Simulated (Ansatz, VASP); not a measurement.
# Na in VASP and in Ansatz

Contents of INCAR:

```
ALGO = Normal ; EDIFF = 1E-7
ENCUT = 520 ; GGA = PE
ISIF = 2 ; ISMEAR = -1
LASPH = T ; LCHARG = F
LREAL = F ; LWAVE = F
NBANDS = 10 ; NELM = 100
PREC = Accurate ; SIGMA = 0.1
```

KPOINTS

```
k-points
0
Gamma
  14 14 14
```

File POSCAR:

```
Na
1.0
    0.0000000000      1.9481332123      1.9481332123
    1.9481332123      0.0000000000      1.9481332123
    1.9481332123      1.9481332123      0.0000000000
Na
1
Direct
    0.0000000000      0.0000000000      0.0000000000
```

Input for Ansatz:

```yaml
crystal:
  lattice:
    - [0.0, 1.9481332123, 1.9481332123]
    - [1.9481332123, 0.0, 1.9481332123]
    - [1.9481332123, 1.9481332123, 0.0]
  atoms:
    - { symbol: Na, position: [0.0, 0.0, 0.0] }
kpoints:
  mp_grid: { grid: [14, 14, 14] }
scf:
  occupations: { method: fermi_dirac, width: 0.1 }
hamiltonian:
  xc: pbe
  pseudopotentials: { kind: nc }
output:
  forces: true
  stress: true
  eigenvalues: true
```

Change from the starting cell: volume scaled by 0.4, norm-conserving files.

Alike in both runs: task single point; functional PBE; k mesh 14 × 14 × 14; occupations fermi-dirac, width 0.1 eV; no spin polarisation.

|  | VASP | Ansatz |
| --- | --- | --- |
| version | VASP 6.6.1 | Ansatz 0.2.0 |
| potentials or method | VASP PAW PBE potentials, release 64 (Na_pv) | scalar-relativistic |
| plane-wave cutoff (eV) | 520 | 1197 |
| valence electrons in the cell | 7 | 9 |

Ansatz gave:

```
pressure (GPa) : 39.9
```

Q: Which values does VASP return?

A: Pressure (GPa): 40.1.

Both programs put the cell under a high pressure, so it lies far from rest at this level. VASP's potentials hold 7 valence electrons a cell and Ansatz's 9, so a difference there can come from the potentials and not from the codes.
